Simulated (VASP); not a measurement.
Crystal: Mg3Zn2O3.

```xyz
16
Lattice="3.0340 0.0000 0.0000 0.0000 3.0340 0.0000 0.0000 0.0000 20.0241" Properties=species:S:1:pos:R:3 pbc="T T T"
Mg    0.0000    1.5170   18.9628
Mg    0.0000    1.5170    3.1838
Mg    0.0000    1.5170   14.7177
Mg    1.5170    0.0000   16.8403
Mg    1.5170    0.0000    1.0613
Mg    1.5170    0.0000    5.3064
Zn    0.0000    1.5170    7.4289
Zn    1.5170    0.0000   12.5952
Zn    0.0000    1.5170   10.8731
Zn    1.5170    0.0000    9.1510
O     0.0000    1.5170   16.8403
O     0.0000    1.5170    5.3064
O     0.0000    1.5170    1.0613
O     1.5170    0.0000   18.9628
O     1.5170    0.0000    3.1838
O     1.5170    0.0000   14.7177
```

```yaml
Program: VASP 6.6.1
Task: relaxation of cell and atoms
Functional: PBE
Potentials_or_basis: VASP PAW PBE potentials, release 64 (Mg, Zn, O)
Cutoff: 600 eV
k_mesh: 5 × 5 × 1
Occupations: gaussian, width 0.2 eV
Spin: no spin polarisation
```

At the start: pressure -2.1 GPa; volume 11.52 Å³/atom.

How do energy, volume and symmetry change on relaxing?

Over 10 steps the energy falls by 22.0 meV/atom and the volume is 11.36 Å³/atom (-1.4 %); space group P4/nmm (No. 129, to 0.1 Å) before and after.

The path:
```csv
step,energy change (eV),largest force (eV/Å),pressure (GPa),volume (Å³)
1,0.0000,1.2045,-2.09,184.32
2,-0.2452,0.6022,0.12,180.31
3,-0.2635,0.4181,1.12,178.91
4,-0.3178,0.2541,0.33,180.31
5,-0.3297,0.3229,-0.15,181.36
6,-0.3423,0.1192,-0.11,181.50
7,-0.3424,0.1219,-0.11,181.51
8,-0.3476,0.0944,0.09,181.30
9,-0.3495,0.0860,0.31,181.07
10,-0.3523,0.0496,-0.13,181.80
```

Final structure:
```
Mg Zn O
1.0
     2.98031    0.00000    0.00000
     0.00000    2.98031    0.00000
     0.00000    0.00000   20.46748
Mg Zn O
6 4 6
Direct
  0.00000 0.50000 0.94771
  0.00000 0.50000 0.15689
  0.00000 0.50000 0.73729
  0.50000 0.00000 0.84311
  0.50000 0.00000 0.05229
  0.50000 0.00000 0.26271
  0.00000 0.50000 0.37991
  0.50000 0.00000 0.62009
  0.00000 0.50000 0.54359
  0.50000 0.00000 0.45641
  0.00000 0.50000 0.84273
  0.00000 0.50000 0.26142
  0.00000 0.50000 0.05232
  0.50000 0.00000 0.94768
  0.50000 0.00000 0.15727
  0.50000 0.00000 0.73858
```

Caveat: the k points lie up to 0.42 Å⁻¹ apart in the final cell, too coarse for converged energies and pressures of a metal; the relaxation stopped at a loose force limit of 0.08 eV/Å, so its end isn't a converged minimum.
